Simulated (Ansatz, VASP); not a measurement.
# Two plane-wave programs on HfB2

INCAR

```
SYSTEM = HfB2
PREC = Accurate
ENCUT = 500
EDIFF = 1E-6
ISMEAR = 0
SIGMA = 0.1
LREAL = .False.
LASPH = .True.
NELM = 120
ALGO = Normal
ISIF = 2
LWAVE = .False.
LCHARG = .False.
GGA = PS
NBANDS = 15
GGA_COMPAT = .False.
```

The input KPOINTS:

```
Automatic mesh
0
Gamma
  6 6 4
  0 0 0
```

Contents of POSCAR:

```
HfB2
1.0
    3.1272667380      0.0000000000      0.0000000000
   -1.5636333690      2.7082924395      0.0000000000
    0.0000000000      0.0000000000      3.4471809820
Hf B
1 2
Direct
    0.0000000000      0.0000000000      0.0000000000
    0.3333333333      0.6666666667      0.5000000000
    0.6666666667      0.3333333333      0.5000000000
```

Input for Ansatz:

```yaml
crystal:
  lattice:
    - [3.127266738, 0.0, 0.0]
    - [-1.563633369, 2.7082924395, 0.0]
    - [0.0, 0.0, 3.447180982]
  atoms:
    - { symbol: Hf, position: [0.0, 0.0, 0.0] }
    - { symbol: B, position: [0.3333333333, 0.6666666667, 0.5] }
    - { symbol: B, position: [0.6666666667, 0.3333333333, 0.5] }
basis:
  ecutwfc: 420
kpoints:
  mp_grid: { grid: [6, 6, 4] }
hamiltonian:
  xc: pbesol
  pseudopotentials: { kind: paw, azcp: { folder: soft_1 } }
scf:
  occupations: { method: gaussian, width: 0.1 }
output:
  forces: true
  stress: true
  eigenvalues: true
```

Alike in both runs: task single point; functional PBEsol; k mesh 6 × 6 × 4; occupations gaussian, width 0.1 eV; no spin polarisation.

|  | VASP | Ansatz |
| --- | --- | --- |
| version | VASP 6.6.1 | Ansatz 0.2.0 |
| potentials or method | VASP PAW PBE potentials, release 64 (Hf_pv, B), cutoff 500 eV | scalar-relativistic, plane waves, PAW |
| valence electrons in the cell | 16 | 32 |

```tsv
	VASP	Ansatz	Ansatz less VASP
gap on the k mesh at the Fermi level (eV)	none	none	-
pressure (GPa)	0.1	0.2	+0.05
traceless stress, the component that is largest in VASP (GPa)	-1.74	-1.92	-0.173
```

VASP's potentials were made for PBE, not for PBEsol, and Ansatz warns of the same on its side. A gap of «none» marks a metal or a gap that the smearing closes. VASP's potentials hold 16 valence electrons a cell and Ansatz's 32, so a difference there can come from the potentials and not from the codes.

The k mesh is coarse, so the values compare programs but aren't converged. Spin-orbit coupling is off throughout.
